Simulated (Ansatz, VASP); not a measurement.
## One calculation of KBr, two programs

Contents of POSCAR:

```
KBr
1.0
    0.1897883889      3.7508413424      3.7508413424
    3.7508413424      0.1897883889      3.7508413424
    3.7508413424      3.7508413424      0.1897883889
K Br
1 1
Direct
    0.0056197218      0.0056197218      0.0056197218
    0.2443802782      0.2443802782      0.2443802782
```

INCAR.step1

```
ALGO = Normal ; EDIFF = 1E-4
ENCUT = 520 ; GGA = PE
ISMEAR = 0 ; LASPH = T
LCHARG = F ; LREAL = F
LWAVE = T ; NBANDS = 15
NELM = 80 ; PREC = Accurate
SIGMA = 0.01
```

File INCAR.step2:

```
ALGO = Normal ; EDIFF = 1E-6
ENCUT = 520 ; ISIF = 2
ISMEAR = 0 ; ISTART = 1
LASPH = T ; LCHARG = F
LMIXTAU = T ; LREAL = F
LWAVE = F ; METAGGA = R2SCAN
NBANDS = 15 ; NELM = 80
PREC = Accurate ; SIGMA = 0.01
```

File KPOINTS:

```
k-points
0
Gamma
  6 6 6
```

Input for Ansatz:

```yaml
crystal:
  lattice:
    - [0.1897883889, 3.7508413424, 3.7508413424]
    - [3.7508413424, 0.1897883889, 3.7508413424]
    - [3.7508413424, 3.7508413424, 0.1897883889]
  atoms:
    - { symbol: K, position: [0.0056197218, 0.0056197218, 0.0056197218] }
    - { symbol: Br, position: [0.2443802782, 0.2443802782, 0.2443802782] }
kpoints:
  mp_grid: { grid: [6, 6, 6] }
  band_path:
    path:
      - [0.0, 0.0, 0.0]
      - [-0.5, -0.5, 0.0]
      - [-0.375, -0.375, 0.25]
      - [-0.375, 0.0, 0.375]
      - [0.0, 0.0, 0.5]
      - [-0.5, -0.25, 0.25]
      - [-0.225, 0.0, 0.225]
    npoints: 1
hamiltonian:
  xc: r2scan
scf:
  occupations: { method: fixed }
  n_extra_bands: 4
output:
  forces: true
  stress: true
  eigenvalues: true
  write_density: true
  write_potential: true
  elf: true
  volumetric_format: npy
```

Change from the starting cell: epitaxial_111 strain -3.5%.

Alike in both runs: task single point; functional r2SCAN; k mesh 6 × 6 × 6; no spin polarisation.

|  | VASP | Ansatz |
| --- | --- | --- |
| version | VASP 6.6.1 | Ansatz 0.2.0 |
| potentials or method | VASP PAW PBE potentials, release 64 (K_sv, Br) | plane waves, PAW |
| plane-wave cutoff (eV) | 520 | 500 |
| occupations | gaussian, width 0.01 eV | fixed |
| valence electrons in the cell | 16 | 16 |

|  | VASP | Ansatz | Ansatz less VASP |
| --- | --- | --- | --- |
| gap on the k mesh at the Fermi level (eV) | 4.79 | 4.79 | 0.000 |
| pressure (GPa) | 0.2 | 0.2 | 0.00 |
| traceless stress, the component that is largest in VASP (GPa) | -0.12 | -0.12 | 0.000 |

VASP's potentials were made for PBE, not for r2SCAN.
